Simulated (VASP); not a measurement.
# TiO (P4/mmm) in VASP: notebook, part 2 of 2

VASP 6.6.1. The steps go on from the part before.

**3. Single point, PBEsol (strain +0.1500 x Voigt [0, 1, 0, 0, 0, 0])**

INCAR reads:

```
ALGO = Normal ; EDIFF = 1E-7
ENCUT = 520 ; GGA = PS
ISIF = 2 ; ISMEAR = 0
LASPH = True ; LCHARG = False
LREAL = False ; LWAVE = False
NBANDS = 36 ; NELM = 100
PREC = Accurate ; SIGMA = 0.15
```

KPOINTS reads:

```
k-points
0
Gamma
  12 12 12
```

POSCAR reads:

```
TiO
1.0
    4.0335084229      0.0000000000      0.0000000000
    0.0000000000      4.6385346863      0.0000000000
    0.0000000000      0.0000000000      4.0335084229
Ti O
3 3
Direct
    0.5000000000      0.5000000000      0.0000000000
    0.0000000000      0.5000000000      0.5000000000
    0.5000000000      0.0000000000      0.5000000000
    0.0000000000      0.5000000000      0.0000000000
    0.5000000000      0.0000000000      0.0000000000
    0.0000000000      0.0000000000      0.5000000000
```

Potentials or basis: VASP PAW PBE potentials, release 64 (Ti_sv, O).

Launch:

```sh
> cat potpaw_PBE.64/Ti_sv/POTCAR potpaw_PBE.64/O/POTCAR > POTCAR
> mpirun -np 1 vasp_std > vasp.out
```

OUTCAR:

```text
EDIFF = 1E-7
   ENCUT = 520
   GGA = PS
   ISIF = 2
   ISMEAR = 0
   LASPH = True
   LREAL = False
   NELM = 100
   PREC = Accurate

 ion  position               nearest neighbor table
   1  0.500  0.500  0.000-   4 2.02   4 2.02   5 2.32   5 2.32   2 2.85   2 2.85   2 2.85   2 2.85

   2  0.000  0.500  0.500-   4 2.02   4 2.02   6 2.32   6 2.32   1 2.85   1 2.85   1 2.85   1 2.85

[... 1147 lines left out ...]
  --------------------------------------------------------------------------------------
  -------------------------------------------------------------------------------------
  Total       -6.3900229    -13.1050510     -6.3900229     -0.0000000      0.0000000      0.0000000
  in kB     -135.6645099   -278.2291005   -135.6645099     -0.0000000      0.0000000      0.0000000
  external PRESSURE =    -183.1860401 kB  Pullay stress =       0.0000000 kB

 VOLUME and BASIS-vectors are now :
 -----------------------------------------------------------------------------
  energy-cutoff  :      520.00
  volume of cell :       75.47
      direct lattice vectors                 reciprocal lattice vectors
     4.033508423  0.000000000  0.000000000     0.247923122  0.000000000  0.000000000
     0.000000000  4.638534686  0.000000000     0.000000000  0.215585323  0.000000000
     0.000000000  0.000000000  4.033508423     0.000000000  0.000000000  0.247923122

 POSITION                                       TOTAL-FORCE (eV/Angst)
 -----------------------------------------------------------------------------------
      2.01675      2.31927      0.00000         0.000000      0.000000      0.000000
      0.00000      2.31927      2.01675         0.000000      0.000000      0.000000
      2.01675      0.00000      2.01675         0.000000      0.000000      0.000000
      0.00000      2.31927      0.00000         0.000000      0.000000      0.000000
      2.01675      0.00000      0.00000         0.000000      0.000000      0.000000
      0.00000      0.00000      2.01675         0.000000      0.000000      0.000000
 -----------------------------------------------------------------------------------
    total drift:                                0.000000      0.000000     -0.000000

  FREE ENERGIE OF THE ION-ELECTRON SYSTEM (eV)
  ---------------------------------------------------
  free  energy   TOTEN  =       -55.0120756030 eV

  energy  without entropy=      -54.9696499691  energy(sigma->0) =      -54.99086279
```

OSZICAR:

```text
N       E                     dE             d eps       ncg     rms          rms(c)
DAV:   1     0.772321904445E+03    0.77232E+03   -0.27604E+04 14360   0.182E+03
DAV:   2     0.625009401406E+02   -0.70982E+03   -0.68523E+03 14328   0.552E+02
DAV:   3    -0.570856575401E+02   -0.11959E+03   -0.11717E+03 21848   0.200E+02
DAV:   4    -0.658611596879E+02   -0.87755E+01   -0.87212E+01 21004   0.534E+01
DAV:   5    -0.663284424009E+02   -0.46728E+00   -0.46688E+00 21084   0.102E+01    0.249E+01
DAV:   6    -0.554731001473E+02    0.10855E+02   -0.65604E+01 19924   0.618E+01    0.921E+00
DAV:   7    -0.551310526491E+02    0.34205E+00   -0.84202E+00 19336   0.200E+01    0.563E+00
DAV:   8    -0.551046547085E+02    0.26398E-01   -0.16817E+00 20388   0.975E+00    0.378E+00
DAV:   9    -0.550129826222E+02    0.91672E-01   -0.10379E+00 21376   0.585E+00    0.126E+00
DAV:  10    -0.550096844938E+02    0.32981E-02   -0.11534E-01 19564   0.287E+00    0.711E-01
DAV:  11    -0.550118395016E+02   -0.21550E-02   -0.12045E-02 18692   0.873E-01    0.155E-01
DAV:  12    -0.550121030367E+02   -0.26354E-03   -0.24858E-03 20424   0.332E-01    0.691E-02
DAV:  13    -0.550120780664E+02    0.24970E-04   -0.44913E-04 19960   0.144E-01    0.171E-02
DAV:  14    -0.550120751901E+02    0.28763E-05   -0.57405E-05 18452   0.512E-02    0.111E-02
DAV:  15    -0.550120754439E+02   -0.25377E-06   -0.62433E-06 18748   0.165E-02    0.555E-03
DAV:  16    -0.550120755327E+02   -0.88851E-07   -0.39389E-06 17576   0.115E-02    0.178E-03
DAV:  17    -0.550120756030E+02   -0.70248E-07   -0.46265E-07 13752   0.451E-03
   1 F= -.55012076E+02 E0= -.54990863E+02  d E =-.424256E-01
```

stdout:

```text
POSCAR found type information on POSCAR TiO
 POSCAR found :  2 types and       6 ions
 scaLAPACK will be used
 -----------------------------------------------------------------------------
|                                                                             |
|                                                                             |
|     You enforced a specific xc type in the INCAR file but a different       |
|     I HOPE YOU KNOW WHAT YOU ARE DOING!                                     |
|                                                                             |
 -----------------------------------------------------------------------------

 LDA part: xc-table for (Slater+PW92), standard interpolation
 POSCAR, INCAR and KPOINTS ok, starting setup
 FFT: planning ... GRIDC
 FFT: planning ... GRID_SOFT
 FFT: planning ... GRID
 WAVECAR not read
 entering main loop
```

It took 5.3 min on 1 thread of Intel Xeon 6975P-C (Granite Rapids), shared host; peak memory 0.47 GiB.

What came out:

```
Free energy            : -55.0121 eV
Pressure               : -18.3 GPa
Band gap on the k mesh : zero (band 27 reaches 7.30 eV, above the bottom of band 28 at 5.58 eV)
```

Stress tensor (GPa, compression positive):
```
-13.57   0.00   0.00
  0.00 -27.82   0.00
  0.00   0.00 -13.57
```

Levels at points of the mesh, in eV from the Fermi level:
| k point | band 23 | band 24 | band 25 | band 26 | band 27 | band 28 | band 29 | band 30 | band 31 | band 32 |
| --- | --- | --- | --- | --- | --- | --- | --- | --- | --- | --- |
| (0.00, 0.00, 0.00) | -3.24 | -2.29 | -2.29 | -1.41 | -1.19 | -1.19 | 0.96 | 1.10 | 1.25 | 1.25 |
| (0.50, 0.00, 0.00) | -3.43 | -3.25 | -2.37 | -0.68 | 0.25 | 0.25 | 0.60 | 1.36 | 1.56 | 1.70 |
| (0.00, 0.50, 0.00) | -2.52 | -2.52 | -2.44 | -1.29 | 0.53 | 0.53 | 0.61 | 0.64 | 0.64 | 0.90 |
| (0.50, 0.50, 0.00) | -3.87 | -2.56 | -1.27 | -0.73 | -0.48 | 0.73 | 1.20 | 1.28 | 1.46 | 1.87 |
| (0.50, 0.00, 0.50) | -4.65 | -1.61 | -1.16 | -1.04 | -0.01 | -0.01 | 1.83 | 1.93 | 1.93 | 1.96 |
| (0.50, 0.50, 0.50) | -3.66 | -1.77 | -1.37 | -0.18 | -0.18 | 0.36 | 2.13 | 2.20 | 2.34 | 2.41 |

Caveat: the cell differs from its parent crystal (strain +0.1500 x Voigt [0, 1, 0, 0, 0, 0]); the PAW data sets were made with another functional, which shifts forces and pressure a little; semilocal functionals often make such compounds metallic where correlation or magnetic order opens a gap, which also shifts bond lengths.
